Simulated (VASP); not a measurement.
# AlNi (Pm-3m) in VASP: a series of runs

Runs on AlNi. Level: PBEsol. Tasks: relaxation of cell and atoms.

Everything below comes from runs of VASP 6.6.1. Logs are shortened: lines on timing, memory, paths and dates and some standing lists are left out, and cuts for length are marked.

## Step 1: The cell of the first run

Symmetry: Pm-3m, No. 221, cubic system. Conventional cell: a = 2.862 Å, b = 2.862 Å, c = 2.862 Å, α = 90.00°, β = 90.00°, γ = 90.00°. Within 3.3 Å of Al (site symmetry m-3m) lie 8 Ni at 2.48 Å and 6 Al at 2.86 Å. Within 3.3 Å of Ni (site symmetry m-3m) lie 8 Al at 2.48 Å and 6 Ni at 2.86 Å.

## Step 2: Relaxation of cell and atoms, PBEsol, target pressure 7 GPa, at which the enthalpy is minimised

INCAR

```
SYSTEM = AlNi
ALGO = Normal ; EDIFF = 1E-7
EDIFFG = -0.002 ; ENCUT = 600
GGA = PS ; IBRION = 2
ISIF = 3 ; ISMEAR = -1
LASPH = .True. ; LCHARG = .False.
LREAL = .False. ; LWAVE = .False.
NELM = 80 ; NSW = 100
PREC = Accurate ; PSTRESS = 70.0
SIGMA = 0.05
```

KPOINTS

```
k-points
0
Gamma
  16 16 16
  0 0 0
```

POSCAR

```
AlNi
1.0
    2.8619580836      0.0000000000      0.0000000000
    0.0000000000      2.8619580836      0.0000000000
    0.0000000000      0.0000000000      2.8619580836
Al Ni
1 1
Direct
    0.0000000000      0.0000000000      0.0000000000
    0.5000000000      0.5000000000      0.5000000000
```

Potentials or basis: VASP PAW PBE potentials, release 64 (Al, Ni).

The run is started by

```sh
cat potpaw_PBE.64/Al/POTCAR potpaw_PBE.64/Ni/POTCAR > POTCAR
mpirun -np 1 vasp_std > vasp.out
```

OUTCAR:

```text
SYSTEM = AlNi
   EDIFF = 1E-7
   EDIFFG = -0.002
   ENCUT = 600
   GGA = PS
   IBRION = 2
   ISIF = 3
   ISMEAR = -1
   LASPH = .True.
   LREAL = .False.
   NELM = 80
   NSW = 100
   PREC = Accurate
   PSTRESS = 70.0

 ion  position               nearest neighbor table
   1  0.000  0.000  0.000-   2 2.48   2 2.48   2 2.48   2 2.48   2 2.48   2 2.48   2 2.48   2 2.48

   2  0.500  0.500  0.500-   1 2.48   1 2.48   1 2.48   1 2.48   1 2.48   1 2.48   1 2.48   1 2.48

  LATTYP: Found a simple cubic cell.
 ALAT       =     2.8619580836

  Lattice vectors:

 A1 = (   2.8619580836,   0.0000000000,   0.0000000000)
 A2 = (   0.0000000000,   2.8619580836,   0.0000000000)
 A3 = (   0.0000000000,   0.0000000000,   2.8619580836)

Analysis of symmetry for initial positions (statically):
=====================================================================
 Subroutine PRICEL returns:
 Original cell was already a primitive cell.

 Routine SETGRP: Setting up the symmetry group for a
 simple cubic supercell.

 Subroutine GETGRP returns: Found 48 space group operations
 (whereof 48 operations were pure point group operations)
 out of a pool of 48 trial point group operations.

The static configuration has the point symmetry O_h .

Analysis of symmetry for dynamics (positions and initial velocities):
=====================================================================
 Subroutine PRICEL returns:
 Original cell was already a primitive cell.

 Routine SETGRP: Setting up the symmetry group for a
 simple cubic supercell.

 Subroutine GETGRP returns: Found 48 space group operations
 (whereof 48 operations were pure point group operations)
 out of a pool of 48 trial point group operations.

The dynamic configuration has the point symmetry O_h .

 Subroutine INISYM returns: Found 48 space group operations
 (whereof 48 operations are pure point group operations),
 and found     1 'primitive' translations

----------------------------------------------------------------------------------------

                                     Primitive cell

  volume of cell :      23.4417

  direct lattice vectors                    reciprocal lattice vectors
     2.861958084  0.000000000  0.000000000     0.349411127  0.000000000  0.000000000
     0.000000000  2.861958084  0.000000000     0.000000000  0.349411127  0.000000000
     0.000000000  0.000000000  2.861958084     0.000000000  0.000000000  0.349411127

  length of vectors
     2.861958084  2.861958084  2.861958084     0.349411127  0.349411127  0.349411127

  position of ions in fractional coordinates (direct lattice)
[... 92 lines left out ...]
   EMIN   =  10.00;   EMAX   =-10.00  energy-range for DOS
   EFERMI =   0.00;   METHOD = LEGACY
   ISMEAR =    -1;   SIGMA  =   0.05  broadening in eV -4-tet -1-fermi 0-gaus
   EFERMI_NEDOS =   21; number of points for ismear=-14 and -15
   IALGO  =     38    algorithm
   IMIX   =      4    mixing-type and parameters
     AMIX     =   0.40;   BMIX     =  1.00
     AMIX_MAG =   1.60;   BMIX_MAG =  1.00
  volume/ion in A,a.u.               =      11.72        79.10
  Fermi-wavevector in a.u.,A,eV,Ry     =   1.345012  2.541703 24.613702  1.809056
  Thomas-Fermi vector in A             =   2.472959
   LORBIT       =      0    0 simple, 1 ext, 2 COOP (PROOUT), +10 PAW based schemes
   GGA     = PS    functional components
   LHFCALC =     F    Hartree Fock is set to
   AEXX    =    0.0000 exact exchange contribution
   IVDW    =     0    specifies the selected vdW correction
   LEPSILON=     F    determine dielectric tensor
   LRPA    =     F    only Hartree local field effects (RPA)
 conjugate gradient relaxation of ions
 non-spin polarized calculation
  energy-cutoff  :      600.00
  volume of cell :       23.44
 maximum number of plane-waves:       804
 NGX is ok and might be reduce to    24
   NGX = 11   NGY = 11   NGZ = 11

--------------------------------------- Ionic step        1  -------------------------------------------

 number of electron      13.0000011 magnetization

 Free energy of the ion-electron system (eV)
  ---------------------------------------------------
  ext. energy  EPLUGINS =         0.00000000
  ---------------------------------------------------
  free energy    TOTEN  =       -11.59007049 eV

  energy without entropy =      -11.58373152  energy(sigma->0) =      -11.58690101

------------------------ aborting loop because EDIFF is reached ----------------------------------------

  FORCE on cell =-STRESS in cart. coord.  units (eV):
  Direction    XX          YY          ZZ          XY          YZ          ZX
  --------------------------------------------------------------------------------------
  -------------------------------------------------------------------------------------
  Total        0.0196608      0.0196608      0.0196608      0.0000000      0.0000000     -0.0000000
  in kB        1.3437627      1.3437627      1.3437627      0.0000000      0.0000000     -0.0000000
  external PRESSURE =     -68.6562373 kB  Pullay stress =      70.0000000 kB
[... 177 lines left out ...]
--------------------------------------- Ionic step        6  -------------------------------------------

 number of electron      12.9999992 magnetization

 Free energy of the ion-electron system (eV)
  ---------------------------------------------------
  ext. energy  EPLUGINS =         0.00000000
  ---------------------------------------------------
  free energy    TOTEN  =       -11.57183853 eV

  energy without entropy =      -11.56570831  energy(sigma->0) =      -11.56877342

 E-fermi :  10.6624     XC(G=0): -12.4435

 val. band max:       10.6466370142   @ k =   0.5000   0.4375   0.3125
 cond. band min:      10.6699947908   @ k =   0.3750   0.3125   0.1250
 fundamental gap:      0.0233577766
 Fermi energy:        10.6624148348

 k-point     1 :       0.0000    0.0000    0.0000
  band No.  band energies     occupation
      1      -0.8902      2.00000
      2       7.1439      2.00000
      3       7.1439      2.00000
      4       9.0011      2.00000
      5       9.0011      2.00000
      6       9.0011      2.00000
      7      16.4032      0.00000
      8      16.4032      0.00000
      9      16.4032      0.00000
     10      18.9932      0.00000
[... 287 lines left out ...]
 k-point    24 :       0.5000    0.1250    0.0000
  band No.  band energies     occupation
      1       3.7052      2.00000
      2       3.8469      2.00000
      3       7.7277      2.00000
      4       8.1694      2.00000
      5       8.2667      2.00000
      6       8.9883      2.00000
      7       9.9771      2.00000
      8      17.8148      0.00000
      9      18.8075      0.00000
     10      21.3960      0.00000

 [... further k-points ...]
[... 5 lines left out ...]
  --------------------------------------------------------------------------------------
  -------------------------------------------------------------------------------------
  Total        0.9890395      0.9890395      0.9890395      0.0000000     -0.0000000      0.0000000
  in kB       70.1241263     70.1241263     70.1241263      0.0000000     -0.0000000      0.0000000
  external PRESSURE =       0.1241263 kB  Pullay stress =      70.0000000 kB
[... 21 lines left out ...]
  energy  without entropy=      -11.5657083052  energy(sigma->0) =      -11.56877342

  enthalpy is  TOTEN    =       -10.5845497257 eV   P V=        0.9872888009

 reached required accuracy - stopping structural energy minimisation
```

It took 4 min on 1 thread of AMD EPYC 7R13, shared host; peak memory 0.16 GiB.

Results:

* Free energy: -11.5718 eV
* Relaxed volume: 11.30 Å³/atom
* Relaxed cell: a = 2.827 Å, b = 2.827 Å, c = 2.827 Å, α = 90.00°, β = 90.00°, γ = 90.00°
* Space group after relaxing (to 0.05 Å): Pm-3m (No. 221)
* Energy change on relaxing (the enthalpy is what falls): +9.1 meV/atom
* Ionic steps: 6
* Pressure after relaxing: 7.0 GPa

Step by step:
```tsv
step	energy change (eV)	largest force (eV/Å)	pressure (GPa)	volume (Å³)
1	0.0000	0.0000	0.13	23.44
2	0.0740	0.0000	15.05	21.78
3	0.0179	0.0000	6.96	22.60
4	0.0187	0.0000	7.10	22.59
5	0.0178	0.0000	6.93	22.61
6	0.0182	0.0000	7.01	22.60
```

Final structure:
```
Al Ni
1.0
     2.82717    0.00000    0.00000
     0.00000    2.82717    0.00000
     0.00000    0.00000    2.82717
Al Ni
1 1
Direct
  0.00000 0.00000 0.00000
  0.50000 0.50000 0.50000
```

Caveat: the cell is relaxed towards a set pressure, so the enthalpy falls and the energy may rise; the PAW data sets were made with another functional, which shifts forces and pressure a little. Spin polarisation is off, so any magnetic state and its effect on volume and gap are missing.

## Step 3: Relaxation of cell and atoms, PBEsol, target pressure 10 GPa, at which the enthalpy is minimised

INCAR

```
SYSTEM = AlNi
ALGO = Normal ; EDIFF = 1E-6
EDIFFG = -0.002 ; ENCUT = 600
GGA = PS ; IBRION = 2
ISIF = 3 ; ISMEAR = -1
LASPH = .True. ; LCHARG = .False.
LREAL = .False. ; LWAVE = .False.
NELM = 80 ; NSW = 100
PREC = Accurate ; PSTRESS = 100.0
SIGMA = 0.05
```

KPOINTS is that of step 2.

POSCAR is that of step 2.

Potentials or basis: VASP PAW PBE potentials, release 64 (Al, Ni).

The run is started by

```sh
cat potpaw_PBE.64/Al/POTCAR potpaw_PBE.64/Ni/POTCAR > POTCAR
mpirun -np 1 vasp_std > vasp.out
```

OUTCAR:

```text
SYSTEM = AlNi
   EDIFF = 1E-6
   EDIFFG = -0.002
   ENCUT = 600
   GGA = PS
   IBRION = 2
   ISIF = 3
   ISMEAR = -1
   LASPH = .True.
   LREAL = .False.
   NELM = 80
   NSW = 100
   PREC = Accurate
   PSTRESS = 100.0

 ion  position               nearest neighbor table
   1  0.000  0.000  0.000-   2 2.48   2 2.48   2 2.48   2 2.48   2 2.48   2 2.48   2 2.48   2 2.48

   2  0.500  0.500  0.500-   1 2.48   1 2.48   1 2.48   1 2.48   1 2.48   1 2.48   1 2.48   1 2.48

  LATTYP: Found a simple cubic cell.
 ALAT       =     2.8619580836

  Lattice vectors:

 A1 = (   2.8619580836,   0.0000000000,   0.0000000000)
 A2 = (   0.0000000000,   2.8619580836,   0.0000000000)
 A3 = (   0.0000000000,   0.0000000000,   2.8619580836)

Analysis of symmetry for initial positions (statically):
=====================================================================
 Subroutine PRICEL returns:
 Original cell was already a primitive cell.

 Routine SETGRP: Setting up the symmetry group for a
 simple cubic supercell.

 Subroutine GETGRP returns: Found 48 space group operations
 (whereof 48 operations were pure point group operations)
 out of a pool of 48 trial point group operations.

The static configuration has the point symmetry O_h .

Analysis of symmetry for dynamics (positions and initial velocities):
[... 167 lines left out ...]
  -------------------------------------------------------------------------------------
  Total        0.0208228      0.0208228      0.0208228      0.0000000      0.0000000     -0.0000000
  in kB        1.4231777      1.4231777      1.4231777      0.0000000      0.0000000     -0.0000000
  external PRESSURE =     -98.5768223 kB  Pullay stress =     100.0000000 kB
[... 215 lines left out ...]
--------------------------------------- Ionic step        7  -------------------------------------------

 number of electron      12.9999987 magnetization

 Free energy of the ion-electron system (eV)
  ---------------------------------------------------
  ext. energy  EPLUGINS =         0.00000000
  ---------------------------------------------------
  free energy    TOTEN  =       -11.55465880 eV

  energy without entropy =      -11.54860383  energy(sigma->0) =      -11.55163131

 E-fermi :  10.8632     XC(G=0): -12.5153

 val. band max:       10.8487309591   @ k =   0.3750   0.2500   0.1250
 cond. band min:      10.8662516824   @ k =   0.5000   0.3750   0.3750
 fundamental gap:      0.0175207233
 Fermi energy:        10.8631711674

 k-point     1 :       0.0000    0.0000    0.0000
  band No.  band energies     occupation
      1      -0.7982      2.00000
      2       7.2697      2.00000
      3       7.2697      2.00000
      4       9.1706      2.00000
      5       9.1706      2.00000
      6       9.1706      2.00000
      7      16.6696      0.00000
      8      16.6696      0.00000
      9      16.6696      0.00000
     10      19.2430      0.00000
[... 287 lines left out ...]
 k-point    24 :       0.5000    0.1250    0.0000
  band No.  band energies     occupation
      1       3.8472      2.00000
      2       3.9666      2.00000
      3       7.8671      2.00000
      4       8.3235      2.00000
      5       8.4219      2.00000
      6       9.1574      2.00000
      7      10.1701      2.00000
      8      18.0647      0.00000
      9      19.0751      0.00000
     10      21.6769      0.00000

 [... further k-points ...]
[... 5 lines left out ...]
  --------------------------------------------------------------------------------------
  -------------------------------------------------------------------------------------
  Total        1.3924627      1.3924627      1.3924627      0.0000000     -0.0000000      0.0000000
  in kB      100.1636823    100.1636823    100.1636823      0.0000000     -0.0000000      0.0000000
  external PRESSURE =       0.1636823 kB  Pullay stress =     100.0000000 kB
[... 21 lines left out ...]
  energy  without entropy=      -11.5486038264  energy(sigma->0) =      -11.55163131

  enthalpy is  TOTEN    =       -10.1644715591 eV   P V=        1.3901872414

 reached required accuracy - stopping structural energy minimisation
```

OSZICAR:

```text
N       E                     dE             d eps       ncg     rms          rms(c)
DAV:   1     0.424677771471E+02    0.42468E+02   -0.63483E+03  3332   0.154E+03
DAV:   2    -0.118064205405E+02   -0.54274E+02   -0.51534E+02  3318   0.217E+02
DAV:   3    -0.132119413756E+02   -0.14055E+01   -0.13894E+01  3924   0.446E+01
[... 51 lines left out ...]
   6 F= -.10164472E+02 E0= -.10161444E+02  d E =-.140585E-05
       N       E                     dE             d eps       ncg     rms          rms(c)
DAV:   1    -0.115546625776E+02    0.16606E-03   -0.48608E-05  3414   0.137E-01    0.180E-02
DAV:   2    -0.115546660431E+02   -0.34655E-05   -0.12994E-04  3678   0.203E-01    0.213E-02
DAV:   3    -0.115546588641E+02    0.71791E-05   -0.49623E-05  3632   0.127E-01    0.267E-03
DAV:   4    -0.115546588005E+02    0.63569E-07   -0.31017E-07  1650   0.645E-03
   7 F= -.10164472E+02 E0= -.10161444E+02  d E =-.129418E-05
```

It took 4.2 min on 1 thread of AMD EPYC 7R13, shared host; peak memory 0.16 GiB.

Results:

| Property | Result |
| --- | --- |
| Free energy | -11.5547 eV |
| Relaxed volume | 11.14 Å³/atom |
| Relaxed cell | a = 2.814 Å, b = 2.814 Å, c = 2.814 Å, α = 90.00°, β = 90.00°, γ = 90.00° |
| Space group after relaxing (to 0.05 Å) | Pm-3m (No. 221) |
| Energy change on relaxing (the enthalpy is what falls) | +17.7 meV/atom |
| Ionic steps | 7 |
| Pressure after relaxing | 10.0 GPa |

The path:
```
step  energy change (eV)  largest force (eV/Å)  pressure (GPa)  volume (Å³)
   1              0.0000                0.0000            0.14        23.44
   2              0.1572                0.0000           23.13        21.08
   3              0.0343                0.0000            9.83        22.29
   4              0.0357                0.0000           10.07        22.27
   5              0.0349                0.0000            9.94        22.28
   6              0.0352                0.0000            9.96        22.28
   7              0.0354                0.0000           10.02        22.27
```

Final structure:
```
Al Ni
1.0
     2.81359    0.00000    0.00000
     0.00000    2.81359    0.00000
     0.00000    0.00000    2.81359
Al Ni
1 1
Cartesian
  0.0000 0.0000 0.0000
  1.4068 1.4068 1.4068
```

Caveat: the cell is relaxed towards a set pressure, so the enthalpy falls and the energy may rise; the PAW data sets were made with another functional, which shifts forces and pressure a little.
